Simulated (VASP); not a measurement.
# AlRu (R3m) in VASP: electric field gradients with PBE

Aim: the electric field gradients of AlRu with PBE.

All numbers are computed with VASP 6.6.1; they aren't measurements. Logs are shortened: lines on timing, memory, paths and dates and some standing lists are left out, and cuts for length are marked.

## Step 1: The cell of the first run

Symmetry: R3m, No. 160, trigonal system. The conventional cell has a = 4.231 Å, b = 4.231 Å, c = 5.182 Å, α = 90.00°, β = 90.00°, γ = 120.00°. Within 3.2 Å of Al (site symmetry 3m) lie 8 Ru at 2.39 to 2.79 Å and 6 Al at 2.99 Å. Within 3.2 Å of Ru (site symmetry 3m) lie 8 Al at 2.39 to 2.79 Å and 6 Ru at 2.99 Å.

## Step 2: Electric field gradients, PBE (atom 1 (Al) moved by [0.11547, 0.11547, 0.11547] A)

Contents of INCAR:

```
SYSTEM = AlRu
PREC = Accurate ; ENCUT = 520
EDIFF = 1E-8 ; ISMEAR = -1
SIGMA = 0.05 ; LREAL = .False.
LASPH = .True. ; NELM = 100
ALGO = Normal ; ISIF = 2
LWAVE = .False. ; LCHARG = .False.
GGA = PE ; LEFG = .True.
NBANDS = 16
```

Contents of KPOINTS:

```
regular mesh
0
Gamma
  12 12 12
  0 0 0
```

Contents of POSCAR:

```
AlRu
1.0
    2.9916000000      0.0000000000      0.0000000000
    0.0000000000      2.9916000000      0.0000000000
    0.0000000000      0.0000000000      2.9916000000
Al Ru
1 1
Direct
    0.0385980746      0.0385980746      0.0385980746
    0.5000000000      0.5000000000      0.5000000000
```

Potentials or basis: VASP PAW PBE potentials, release 64 (Al, Ru_pv).

On the command line:

```bash
> cat potpaw_PBE.64/Al/POTCAR potpaw_PBE.64/Ru_pv/POTCAR > POTCAR
> mpirun -np 1 vasp_std > vasp.out
```

OUTCAR:

```text
SYSTEM = AlRu
   PREC = Accurate
   ENCUT = 520
   EDIFF = 1E-8
   ISMEAR = -1
   LREAL = .False.
   LASPH = .True.
   NELM = 100
   ISIF = 2
   GGA = PE

 ion  position               nearest neighbor table
   1  0.039  0.039  0.039-   2 2.39   2 2.53   2 2.53   2 2.53   2 2.66   2 2.66   2 2.66   2 2.79

   2  0.500  0.500  0.500-   1 2.39   1 2.53   1 2.53   1 2.53   1 2.66   1 2.66   1 2.66   1 2.79

  LATTYP: Found a simple cubic cell.
 ALAT       =     2.9916000000

  Lattice vectors:

 A1 = (   2.9916000000,   0.0000000000,   0.0000000000)
 A2 = (   0.0000000000,   2.9916000000,   0.0000000000)
 A3 = (   0.0000000000,   0.0000000000,   2.9916000000)

Analysis of symmetry for initial positions (statically):
=====================================================================
 Subroutine PRICEL returns:
 Original cell was already a primitive cell.

 Routine SETGRP: Setting up the symmetry group for a
 simple cubic supercell.

 Subroutine GETGRP returns: Found  6 space group operations
 (whereof  6 operations were pure point group operations)
 out of a pool of 48 trial point group operations.

The static configuration has the point symmetry C_3v.

Analysis of symmetry for dynamics (positions and initial velocities):
=====================================================================
 Subroutine PRICEL returns:
 Original cell was already a primitive cell.

 Routine SETGRP: Setting up the symmetry group for a
 simple cubic supercell.

 Subroutine GETGRP returns: Found  6 space group operations
 (whereof  6 operations were pure point group operations)
 out of a pool of 48 trial point group operations.

The dynamic configuration has the point symmetry C_3v.

 Subroutine INISYM returns: Found  6 space group operations
 (whereof  6 operations are pure point group operations),
 and found     1 'primitive' translations

----------------------------------------------------------------------------------------

                                     Primitive cell

  volume of cell :      26.7738

  direct lattice vectors                    reciprocal lattice vectors
     2.991600000  0.000000000  0.000000000     0.334269287  0.000000000  0.000000000
     0.000000000  2.991600000  0.000000000     0.000000000  0.334269287  0.000000000
     0.000000000  0.000000000  2.991600000     0.000000000  0.000000000  0.334269287

  length of vectors
     2.991600000  2.991600000  2.991600000     0.334269287  0.334269287  0.334269287

  position of ions in fractional coordinates (direct lattice)
     0.038598075  0.038598075  0.038598075
     0.500000000  0.500000000  0.500000000

  ion indices of the primitive-cell ions
   primitive index   ion index
                 1           1
                 2           2

----------------------------------------------------------------------------------------

 KPOINTS: regular mesh

Automatic generation of k-mesh.
 Grid dimensions read from file:
 generate k-points for:   12   12   12

 Generating k-lattice:

  Cartesian coordinates                     Fractional coordinates (reciprocal lattice)
     0.027855774  0.000000000  0.000000000     0.083333333  0.000000000  0.000000000
     0.000000000  0.027855774  0.000000000     0.000000000  0.083333333  0.000000000
     0.000000000  0.000000000  0.027855774     0.000000000  0.000000000  0.083333333

  Length of vectors
     0.027855774  0.027855774  0.027855774

  Shift w.r.t. Gamma in fractional coordinates (k-lattice)
     0.000000000  0.000000000  0.000000000

 Subroutine IBZKPT returns following result:
 ===========================================

 Found    189 irreducible k-points:

 Following reciprocal coordinates:
            Coordinates               Weight
  0.000000  0.000000  0.000000      1.000000
  0.083333  0.000000  0.000000      6.000000
  0.166667  0.000000  0.000000      6.000000
  0.250000  0.000000  0.000000      6.000000
  0.333333  0.000000  0.000000      6.000000
  0.416667  0.000000  0.000000      6.000000
[... 16 lines left out ...]
  0.333333  0.166667  0.000000     12.000000
 -0.166667  0.333333  0.000000     12.000000
 [... further k-points ...]
   k-points           NKPTS =    189   k-points in BZ     NKDIM =    189   number of bands    NBANDS=     16
   number of dos      NEDOS =    301   number of ions     NIONS =      2
   total plane-waves  NPLWV =  13824
   dimension x,y,z NGX =    24 NGY =   24 NGZ =   24
   dimension x,y,z NGXF=    48 NGYF=   48 NGZF=   48
   ions per type =               1   1
   NGX,Y,Z   is equivalent  to a cutoff of  13.34, 13.34, 13.34 a.u.
   NGXF,Y,Z  is equivalent  to a cutoff of  26.67, 26.67, 26.67 a.u.
 SYSTEM =  AlRu
   PREC   = accura    normal or accurate (medium, high low for compatibility)
   ISTART =      0    job   : 0-new  1-cont  2-samecut
   ICHARG =      2    charge: 1-file 2-atom 10-const
   ISPIN  =      1    spin polarized calculation?
   LNONCOLLINEAR =      F non collinear calculations
   LSORBIT =      F    spin-orbit coupling
   LASPH  =      T    aspherical Exc in radial PAW
   ENCUT  =  520.0 eV  38.22 Ry    6.18 a.u.   5.56  5.56  5.56*2*pi/ulx,y,z
   NELM   =    100;   NELMIN=  2; NELMDL= -5     # of ELM steps
   EDIFF  = 0.1E-07   stopping-criterion for ELM
   LREAL  =      F    real-space projection
   EDIFFG = 0.1E-06   stopping-criterion for IOM
   NSW    =      0    number of steps for IOM
   IBRION =     -1    ionic relax: 0-MD 1-quasi-New 2-CG
   NFREE  =      0    steps in history (QN), initial steepest desc. (CG)
   ISIF   =      2    stress and relaxation
   ISYM   =      2    0-nonsym 1-usesym 2-fastsym
   POTIM  = 0.5000    time-step for ionic-motion
   TEBEG  =    0.0;   TEEND  =   0.0 temperature during run
   PSTRESS=    0.0 pullay stress
   NELECT =      17.0000    total number of electrons
   NUPDOWN=      -1.0000    fix difference up-down
   EMIN   =  10.00;   EMAX   =-10.00  energy-range for DOS
   EFERMI =   0.00;   METHOD = LEGACY
   ISMEAR =    -1;   SIGMA  =   0.05  broadening in eV -4-tet -1-fermi 0-gaus
   EFERMI_NEDOS =   21; number of points for ismear=-14 and -15
   IALGO  =     38    algorithm
   IMIX   =      4    mixing-type and parameters
     AMIX     =   0.40;   BMIX     =  1.00
     AMIX_MAG =   1.60;   BMIX_MAG =  1.00
  volume/ion in A,a.u.               =      13.39        90.34
  Fermi-wavevector in a.u.,A,eV,Ry     =   1.407087  2.659009 26.938090  1.979894
  Thomas-Fermi vector in A             =   2.529382
   LORBIT       =      0    0 simple, 1 ext, 2 COOP (PROOUT), +10 PAW based schemes
   GGA     = PE    functional components
[... 5 lines left out ...]
 non-spin polarized calculation
  energy-cutoff  :      520.00
  volume of cell :       26.77
 maximum number of plane-waves:       739
 NGX is ok and might be reduce to    24
   NGX = 11   NGY = 11   NGZ = 11

 number of electron      16.9999995 magnetization

 Free energy of the ion-electron system (eV)
  ---------------------------------------------------
  ext. energy  EPLUGINS =         0.00000000
  ---------------------------------------------------
  free energy    TOTEN  =       -14.10600095 eV

  energy without entropy =      -14.09430668  energy(sigma->0) =      -14.10015381

 E-fermi :  10.6786     XC(G=0): -12.5544

 val. band max:       10.6779518704   @ k =  -0.0833   0.0833   0.0000
 cond. band min:      10.6840035499   @ k =  -0.0833   0.2500   0.0833
 fundamental gap:      0.0060516796
 Fermi energy:        10.6785764160

 k-point     1 :       0.0000    0.0000    0.0000
  band No.  band energies     occupation
      1     -31.0653      2.00000
      2     -31.0571      2.00000
      3     -31.0571      2.00000
      4       1.0548      2.00000
      5       7.1033      2.00000
      6       7.1033      2.00000
[... 8 lines left out ...]
     15      22.8508      0.00000
     16      25.5427      0.00000

 k-point     2 :       0.0833    0.0000    0.0000
  band No.  band energies     occupation
      1     -31.0752      2.00000
      2     -31.0603      2.00000
      3     -31.0559      2.00000
      4       1.1882      2.00000
      5       7.1494      2.00000
      6       7.1503      2.00000
[... 8 lines left out ...]
     15      22.8513      0.00000
     16      25.9611      0.00000
[... 387 lines left out ...]
      5       6.9353      2.00000
      6       7.9039      2.00000
[... 8 lines left out ...]
     15      23.7775      0.00000
     16      25.5656      0.00000

 k-point    24 :      -0.1667    0.3333    0.0000
  band No.  band energies     occupation
      1     -31.2117      2.00000
      2     -31.0979      2.00000
      3     -31.0417      2.00000
      4       3.4361      2.00000
      5       6.9332      2.00000
      6       7.9045      2.00000
[... 8 lines left out ...]
     15      23.9066      0.00000
     16      25.5417      0.00000

 [... further k-points ...]
[... 5 lines left out ...]
  --------------------------------------------------------------------------------------
  -------------------------------------------------------------------------------------
  Total        0.9321807      0.9321807      0.9321807      0.3639083      0.3639083      0.3639083
  in kB       55.7827766     55.7827766     55.7827766     21.7766948     21.7766948     21.7766948
  external PRESSURE =      55.7827766 kB  Pullay stress =       0.0000000 kB

 VOLUME and BASIS-vectors are now :
 -----------------------------------------------------------------------------
  energy-cutoff  :      520.00
  volume of cell :       26.77
      direct lattice vectors                 reciprocal lattice vectors
     2.991600000  0.000000000  0.000000000     0.334269287  0.000000000  0.000000000
     0.000000000  2.991600000  0.000000000     0.000000000  0.334269287  0.000000000
     0.000000000  0.000000000  2.991600000     0.000000000  0.000000000  0.334269287

 POSITION                                       TOTAL-FORCE (eV/Angst)
 -----------------------------------------------------------------------------------
      0.11547      0.11547      0.11547        -0.975407     -0.975407     -0.975407
      1.49580      1.49580      1.49580         0.975407      0.975407      0.975407
 -----------------------------------------------------------------------------------
    total drift:                               -0.000020     -0.000020     -0.000020

  FREE ENERGIE OF THE ION-ELECTRON SYSTEM (eV)
  ---------------------------------------------------
  free  energy   TOTEN  =       -14.1060009496 eV

  energy  without entropy=      -14.0943066759  energy(sigma->0) =      -14.10015381

 Electric field gradients (V/A^2)
---------------------------------------------------------------------
 ion       V_xx      V_yy      V_zz      V_xy      V_xz      V_yz
---------------------------------------------------------------------
   1       0.000     0.000    -0.000    -0.660    -0.660    -0.660
   2      -0.000    -0.000     0.000    -0.943    -0.943    -0.943
---------------------------------------------------------------------

 Electric field gradients after diagonalization (V/A^2)
 (convention: |V_zz| > |V_xx| > |V_yy|)
----------------------------------------------------------------------
 ion       V_xx      V_yy      V_zz     asymmetry (V_yy - V_xx)/ V_zz
----------------------------------------------------------------------
   1       0.660     0.660    -1.321       0.000
   2       0.943     0.943    -1.885       0.000
----------------------------------------------------------------------

           NMR quadrupolar parameters

 Cq : quadrupolar parameter    Cq=e*Q*V_zz/h
 eta: asymmetry parameters     (V_yy - V_xx)/ V_zz
 Q  : nuclear electric quadrupole moment in mb (millibarn)
----------------------------------------------------------------------
 ion       Cq(MHz)       eta       Q (mb)
----------------------------------------------------------------------
   1      -0.003       0.000       1.000
   2      -0.005       0.000       1.000
----------------------------------------------------------------------
```

Run time: 20 s. Hardware: 1 thread of Intel Xeon 6975P-C (Granite Rapids), shared host; peak memory 0.19 GiB.

Results:

```yaml
Free_energy: -14.1060 eV
Pressure: 5.6 GPa
Largest_force: 1.689 eV/Å
```

Forces on the atoms (eV/Å):
```
Al  -0.975 -0.975 -0.975
Ru   0.975  0.975  0.975
```

Electric field gradients, principal values (V/Å²):
```
atom  least  middle  greatest (by size)
1 Al  0.660   0.660              -1.321
2 Ru  0.943   0.943              -1.885
```

Caveat: the cell differs from its parent crystal (atom 1 (Al) moved by [0.11547, 0.11547, 0.11547] A); without QUAD_EFG the Cq values of the log hold for a quadrupole moment of 1 mb, not for the nuclei; forces of over 1 eV/Å act on the atoms, so gaps and moduli don't describe the material at rest.
